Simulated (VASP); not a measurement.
# HfN in VASP: notebook

Runs on HfN. Level: PBEsol. Tasks: single point.

Everything below comes from runs of VASP 6.6.1. Logs are shortened: lines on timing, memory, paths and dates and some standing lists are left out, and cuts for length are marked.

**1. The cell of the first run**

Symmetry: I4/mmm, No. 139, tetragonal system. Conventional cell: a = 3.183 Å, b = 3.183 Å, c = 4.569 Å, α = 90.00°, β = 90.00°, γ = 90.00°. Within 3.0 Å of Hf (site symmetry 4/mmm) lie 6 N at 2.25 to 2.28 Å. Within 3.0 Å of N (site symmetry 4/mmm) lie 6 Hf at 2.25 to 2.28 Å.

**2. Single point, PBEsol (strain along c alone, the other axes held: +1.5 %)**

Input file INCAR:

```
SYSTEM = HfN
PREC = Accurate
ENCUT = 520
EDIFF = 1E-7
ISMEAR = 0
SIGMA = 0.1
LREAL = .FALSE.
LASPH = .TRUE.
NELM = 60
ALGO = Normal
ISIF = 2
LWAVE = .FALSE.
LCHARG = .FALSE.
GGA = PS
NBANDS = 23
```

Input file KPOINTS:

```
Automatic mesh
0
G
  16 16 12
  0 0 0
```

Input file POSCAR:

```
HfN
1.0
    2.2508679147      2.2508679147      0.0000000000
   -2.2508679147      2.2508679147      0.0000000000
    0.0000000000      0.0000000000      4.5692618669
Hf N
2 2
Direct
    0.0000000000      0.0000000000      0.0000000000
    0.5000000000      0.5000000000      0.5000000000
    0.5000000000      0.5000000000      0.0000000000
    0.0000000000      0.0000000000      0.5000000000
```

Potentials or basis: VASP PAW PBE potentials, release 64 (Hf_pv, N).

Run with:

```console
cat potpaw_PBE.64/Hf_pv/POTCAR potpaw_PBE.64/N/POTCAR > POTCAR
mpirun -np 1 vasp_std > vasp.out
```

OUTCAR:

```text
SYSTEM = HfN
   PREC = Accurate
   ENCUT = 520
   EDIFF = 1E-7
   ISMEAR = 0
   LREAL = .FALSE.
   LASPH = .TRUE.
   NELM = 60
   ISIF = 2
   GGA = PS

 ion  position               nearest neighbor table
   1  0.000  0.000  0.000-   3 2.25   3 2.25   3 2.25   3 2.25   4 2.28   4 2.28   2 3.21   2 3.21
                             2 3.21   2 3.21   2 3.21   2 3.21   2 3.21   2 3.21
   2  0.500  0.500  0.500-   4 2.25   4 2.25   4 2.25   4 2.25   3 2.28   3 2.28   1 3.21   1 3.21
                             1 3.21   1 3.21   1 3.21   1 3.21   1 3.21   1 3.21
   3  0.500  0.500  0.000-   1 2.25   1 2.25   1 2.25   1 2.25   2 2.28   2 2.28
   4  0.000  0.000  0.500-   2 2.25   2 2.25   2 2.25   2 2.25   1 2.28   1 2.28

  LATTYP: Found a simple tetragonal cell.
 ALAT       =     3.1832079321
 C/A-ratio  =     1.4354267658

  Lattice vectors:

 A1 = (   2.2508679147,   2.2508679147,   0.0000000000)
 A2 = (  -2.2508679147,   2.2508679147,   0.0000000000)
 A3 = (   0.0000000000,   0.0000000000,   4.5692618669)

Analysis of symmetry for initial positions (statically):
=====================================================================
 Subroutine PRICEL returns following result:

  LATTYP: Found a body centered tetragonal cell.
 ALAT       =     3.1832079321
 C/A-ratio  =     1.4354267658

  Lattice vectors:

 A1 = (   2.2508679147,   0.0000000000,  -2.2846309334)
 A2 = (  -2.2508679147,   0.0000000000,  -2.2846309335)
 A3 = (   0.0000000000,   2.2508679147,   2.2846309335)

   2 primitive cells build up your supercell.

 Routine SETGRP: Setting up the symmetry group for a
 simple tetragonal supercell.

 Subroutine GETGRP returns: Found 16 space group operations
 (whereof 16 operations were pure point group operations)
 out of a pool of 16 trial point group operations.

The static configuration has the point symmetry D_4h.

Analysis of symmetry for dynamics (positions and initial velocities):
=====================================================================
 Subroutine PRICEL returns following result:

  LATTYP: Found a body centered tetragonal cell.
 ALAT       =     3.1832079321
 C/A-ratio  =     1.4354267658

  Lattice vectors:

 A1 = (   2.2508679147,   0.0000000000,  -2.2846309334)
 A2 = (  -2.2508679147,   0.0000000000,  -2.2846309335)
 A3 = (   0.0000000000,   2.2508679147,   2.2846309335)

   2 primitive cells build up your supercell.

 Routine SETGRP: Setting up the symmetry group for a
 simple tetragonal supercell.

 Subroutine GETGRP returns: Found 16 space group operations
 (whereof 16 operations were pure point group operations)
 out of a pool of 16 trial point group operations.

The dynamic configuration has the point symmetry D_4h.

 Subroutine INISYM returns: Found 16 space group operations
 (whereof 16 operations are pure point group operations),
 and found     2 'primitive' translations

----------------------------------------------------------------------------------------

                                     Primitive cell

  volume of cell :      23.1497

  direct lattice vectors                    reciprocal lattice vectors
     2.250867915  0.000000000 -2.284630933     0.222136535  0.222136535 -0.218853729
    -2.250867915  0.000000000 -2.284630933    -0.222136535  0.222136535 -0.218853729
     0.000000000  2.250867915  2.284630933     0.000000000  0.444273071  0.000000000

  length of vectors
     3.207170852  3.207170852  3.207170852     0.382865819  0.382865819  0.444273071

  position of ions in fractional coordinates (direct lattice)
     0.000000000  0.000000000  0.000000000
     0.500000000  0.500000000  0.000000000

  ion indices of the primitive-cell ions
   primitive index   ion index
                 1           1
                 2           4

----------------------------------------------------------------------------------------

 KPOINTS: Automatic mesh

Automatic generation of k-mesh.
 Grid dimensions read from file:
 generate k-points for:   16   16   12

 Generating k-lattice:

  Cartesian coordinates                     Fractional coordinates (reciprocal lattice)
     0.013883533  0.013883533  0.000000000     0.062500000  0.000000000  0.000000000
    -0.013883533  0.013883533  0.000000000     0.000000000  0.062500000  0.000000000
     0.000000000  0.000000000  0.018237811     0.000000000  0.000000000  0.083333333

  Length of vectors
     0.019634281  0.019634281  0.018237811

  Shift w.r.t. Gamma in fractional coordinates (k-lattice)
     0.000000000  0.000000000  0.000000000

 Subroutine IBZKPT returns following result:
 ===========================================

 Found    315 irreducible k-points:

 Following reciprocal coordinates:
            Coordinates               Weight
  0.000000  0.000000  0.000000      1.000000
  0.062500  0.000000  0.000000      4.000000
  0.125000  0.000000  0.000000      4.000000
  0.187500  0.000000  0.000000      4.000000
  0.250000  0.000000  0.000000      4.000000
  0.312500  0.000000  0.000000      4.000000
[... 16 lines left out ...]
  0.437500  0.125000  0.000000      8.000000
  0.500000  0.125000  0.000000      4.000000
 [... further k-points ...]
   k-points           NKPTS =    315   k-points in BZ     NKDIM =    315   number of bands    NBANDS=     23
   number of dos      NEDOS =    301   number of ions     NIONS =      4
   total plane-waves  NPLWV =  20736
   dimension x,y,z NGX =    24 NGY =   24 NGZ =   36
   dimension x,y,z NGXF=    48 NGYF=   48 NGZF=   72
   ions per type =               2   2
   NGX,Y,Z   is equivalent  to a cutoff of  12.53, 12.53, 13.10 a.u.
   NGXF,Y,Z  is equivalent  to a cutoff of  25.07, 25.07, 26.20 a.u.
 SYSTEM =  HfN
   PREC   = accura    normal or accurate (medium, high low for compatibility)
   ISTART =      0    job   : 0-new  1-cont  2-samecut
   ICHARG =      2    charge: 1-file 2-atom 10-const
   ISPIN  =      1    spin polarized calculation?
   LNONCOLLINEAR =      F non collinear calculations
   LSORBIT =      F    spin-orbit coupling
   LASPH  =      T    aspherical Exc in radial PAW
   ENCUT  =  520.0 eV  38.22 Ry    6.18 a.u.   5.92  5.92  8.50*2*pi/ulx,y,z
   NELM   =     60;   NELMIN=  2; NELMDL= -5     # of ELM steps
   EDIFF  = 0.1E-06   stopping-criterion for ELM
   LREAL  =      F    real-space projection
   EDIFFG = 0.1E-05   stopping-criterion for IOM
   NSW    =      0    number of steps for IOM
   IBRION =     -1    ionic relax: 0-MD 1-quasi-New 2-CG
   NFREE  =      0    steps in history (QN), initial steepest desc. (CG)
   ISIF   =      2    stress and relaxation
   ISYM   =      2    0-nonsym 1-usesym 2-fastsym
   POTIM  = 0.5000    time-step for ionic-motion
   TEBEG  =    0.0;   TEEND  =   0.0 temperature during run
   PSTRESS=    0.0 pullay stress
   NELECT =      30.0000    total number of electrons
   NUPDOWN=      -1.0000    fix difference up-down
   EMIN   =  10.00;   EMAX   =-10.00  energy-range for DOS
   EFERMI =   0.00;   METHOD = LEGACY
   ISMEAR =     0;   SIGMA  =   0.10  broadening in eV -4-tet -1-fermi 0-gaus
   EFERMI_NEDOS =   21; number of points for ismear=-14 and -15
   IALGO  =     38    algorithm
   IMIX   =      4    mixing-type and parameters
     AMIX     =   0.40;   BMIX     =  1.00
     AMIX_MAG =   1.60;   BMIX_MAG =  1.00
  volume/ion in A,a.u.               =      11.57        78.11
  Fermi-wavevector in a.u.,A,eV,Ry     =   1.416630  2.677043 27.304739  2.006842
  Thomas-Fermi vector in A             =   2.537945
   LORBIT       =      0    0 simple, 1 ext, 2 COOP (PROOUT), +10 PAW based schemes
   GGA     = PS    functional components
   LHFCALC =     F    Hartree Fock is set to
   AEXX    =    0.0000 exact exchange contribution
   IVDW    =     0    specifies the selected vdW correction
   LEPSILON=     F    determine dielectric tensor
   LRPA    =     F    only Hartree local field effects (RPA)
 non-spin polarized calculation
 Gauss-broadening in eV      SIGMA  =   0.10
  energy-cutoff  :      520.00
  volume of cell :       46.30
 maximum number of plane-waves:      1272
 NGX is ok and might be reduce to    24
   NGX = 11   NGY = 11   NGZ = 17

 number of electron      29.9999994 magnetization

 Free energy of the ion-electron system (eV)
  ---------------------------------------------------
  ext. energy  EPLUGINS =         0.00000000
  ---------------------------------------------------
  free energy    TOTEN  =       -45.96004300 eV

  energy without entropy =      -45.95418426  energy(sigma->0) =      -45.95711363

 E-fermi :   8.1581     XC(G=0): -12.8722

 val. band max:        8.1441228050   @ k =   0.3750   0.1250   0.2500
 cond. band min:       8.1635956667   @ k =   0.1250   0.0000   0.0833
 fundamental gap:      0.0194728617
 Fermi energy:         8.1580838892

 k-point     1 :       0.0000    0.0000    0.0000
  band No.  band energies     occupation
      1     -23.7094      2.00000
      2     -23.2016      2.00000
      3     -23.2016      2.00000
      4     -22.9240      2.00000
      5     -22.9078      2.00000
      6     -22.9078      2.00000
[... 15 lines left out ...]
     22      12.2294      0.00000
     23      13.6817      0.00000

 k-point     2 :       0.0625    0.0000    0.0000
  band No.  band energies     occupation
      1     -23.7004      2.00000
      2     -23.2205      2.00000
      3     -23.1963      2.00000
      4     -22.9338      2.00000
      5     -22.9298      2.00000
      6     -22.9080      2.00000
[... 15 lines left out ...]
     22      12.4431      0.00000
     23      13.7088      0.00000

 k-point     3 :       0.1250    0.0000    0.0000
  band No.  band energies     occupation
      1     -23.6739      2.00000
      2     -23.2736      2.00000
      3     -23.1806      2.00000
      4     -23.0073      2.00000
      5     -22.9474      2.00000
      6     -22.9087      2.00000
[... 15 lines left out ...]
     22      13.0330      0.00000
     23      13.1337      0.00000

 k-point     4 :       0.1875    0.0000    0.0000
  band No.  band energies     occupation
      1     -23.6313      2.00000
      2     -23.3509      2.00000
      3     -23.1561      2.00000
      4     -23.1160      2.00000
      5     -22.9765      2.00000
      6     -22.9108      2.00000
[... 15 lines left out ...]
     22      12.6322      0.00000
     23      13.0680      0.00000

 k-point     5 :       0.2500    0.0000    0.0000
  band No.  band energies     occupation
      1     -23.5748      2.00000
      2     -23.4383      2.00000
      3     -23.2432      2.00000
      4     -23.1248      2.00000
      5     -23.0171      2.00000
      6     -22.9156      2.00000
[... 15 lines left out ...]
     22      13.0626      0.00000
     23      13.4382      0.00000

 k-point     6 :       0.3125    0.0000    0.0000
  band No.  band energies     occupation
      1     -23.5206      2.00000
      2     -23.5074      2.00000
      3     -23.3707      2.00000
      4     -23.0892      2.00000
      5     -23.0686      2.00000
      6     -22.9245      2.00000
[... 15 lines left out ...]
     22      13.6503      0.00000
     23      13.9236      0.00000

 k-point     7 :       0.3750    0.0000    0.0000
  band No.  band energies     occupation
      1     -23.5834      2.00000
      2     -23.4820      2.00000
      3     -23.4326      2.00000
      4     -23.1299      2.00000
      5     -23.0524      2.00000
      6     -22.9386      2.00000
[... 353 lines left out ...]
     22      13.3772      0.00000
     23      13.7998      0.00000

 k-point    21 :       0.3125    0.1250    0.0000
  band No.  band energies     occupation
      1     -23.5092      2.00000
      2     -23.4840      2.00000
      3     -23.3809      2.00000
      4     -23.1482      2.00000
      5     -23.0780      2.00000
      6     -22.9864      2.00000
[... 15 lines left out ...]
     22      13.0814      0.00000
     23      13.5981      0.00000

 k-point    22 :       0.3750    0.1250    0.0000
  band No.  band energies     occupation
      1     -23.5732      2.00000
      2     -23.4861      2.00000
      3     -23.4140      2.00000
      4     -23.1340      2.00000
      5     -23.1108      2.00000
      6     -22.9993      2.00000
[... 15 lines left out ...]
     22      13.1997      0.00000
     23      13.6169      0.00000

 k-point    23 :       0.4375    0.1250    0.0000
  band No.  band energies     occupation
      1     -23.6074      2.00000
      2     -23.5635      2.00000
      3     -23.3408      2.00000
      4     -23.1979      2.00000
      5     -23.0751      2.00000
      6     -23.0182      2.00000
[... 15 lines left out ...]
     22      12.7703      0.00000
     23      14.5497      0.00000

 k-point    24 :       0.5000    0.1250    0.0000
  band No.  band energies     occupation
      1     -23.6050      2.00000
      2     -23.6050      2.00000
      3     -23.2677      2.00000
      4     -23.2677      2.00000
      5     -23.0437      2.00000
      6     -23.0437      2.00000
[... 15 lines left out ...]
     22      12.4381      0.00000
     23      15.5869      0.00000

 [... further k-points ...]

------------------------ aborting loop because EDIFF is reached ----------------------------------------

  FORCE on cell =-STRESS in cart. coord.  units (eV):
  Direction    XX          YY          ZZ          XY          YZ          ZX
  --------------------------------------------------------------------------------------
  -------------------------------------------------------------------------------------
  Total       -1.0340450     -1.0340450     -3.2606954      0.0000000     -0.0000000      0.0000000
  in kB      -35.7827702    -35.7827702   -112.8352374      0.0000000     -0.0000000      0.0000000
  external PRESSURE =     -61.4669259 kB  Pullay stress =       0.0000000 kB

 VOLUME and BASIS-vectors are now :
 -----------------------------------------------------------------------------
  energy-cutoff  :      520.00
  volume of cell :       46.30
      direct lattice vectors                 reciprocal lattice vectors
     2.250867915  2.250867915  0.000000000     0.222136535  0.222136535  0.000000000
    -2.250867915  2.250867915  0.000000000    -0.222136535  0.222136535  0.000000000
     0.000000000  0.000000000  4.569261867     0.000000000  0.000000000  0.218853729

 POSITION                                       TOTAL-FORCE (eV/Angst)
 -----------------------------------------------------------------------------------
      0.00000      0.00000      0.00000        -0.000000      0.000000     -0.000000
      0.00000      2.25087      2.28463         0.000000     -0.000000      0.000000
      0.00000      2.25087      0.00000         0.000000     -0.000000     -0.000000
      0.00000      0.00000      2.28463        -0.000000      0.000000     -0.000000
 -----------------------------------------------------------------------------------
    total drift:                                0.000000     -0.000000     -0.000000

  FREE ENERGIE OF THE ION-ELECTRON SYSTEM (eV)
  ---------------------------------------------------
  free  energy   TOTEN  =       -45.9600429959 eV

  energy  without entropy=      -45.9541842617  energy(sigma->0) =      -45.95711363
```

Run time: 4.4 min. Hardware: 1 thread of Intel Xeon 8259CL, shared host; peak memory 0.39 GiB.

Results:

```
Free energy            : -45.9600 eV
Pressure               : -6.1 GPa
Band gap on the k mesh : zero (bands 15 and 16 overlap by 6.92 eV)
```

Levels at points of the mesh, in eV from the Fermi level:
```
           k point  band 13  band 14  band 15  band 16  band 17  band 18
(0.00, 0.00, 0.00)    -3.02    -2.95    -2.95    -0.47    -0.31    -0.31
(0.50, 0.00, 0.00)    -5.39    -5.39     1.85     1.85     2.25     2.25
(0.50, 0.50, 0.00)    -3.71    -3.71    -3.64    -3.64     4.05     4.05
(0.00, 0.00, 0.50)    -3.74    -3.74    -2.47    -2.47     2.95     2.95
(0.50, 0.00, 0.50)    -6.15    -6.15     3.28     3.28     3.65     3.65
(0.50, 0.50, 0.50)    -5.38    -5.38     0.98     0.98     0.98     0.98
```

Caveat: the cell differs from its parent crystal (strain along c alone, the other axes held: +1.5 %); the cell stands under tension; the PAW data sets were made with another functional, which shifts forces and pressure a little; spin-orbit coupling is left out, which moves the levels of the heavy elements.

(Continued in part 2 of 3.)
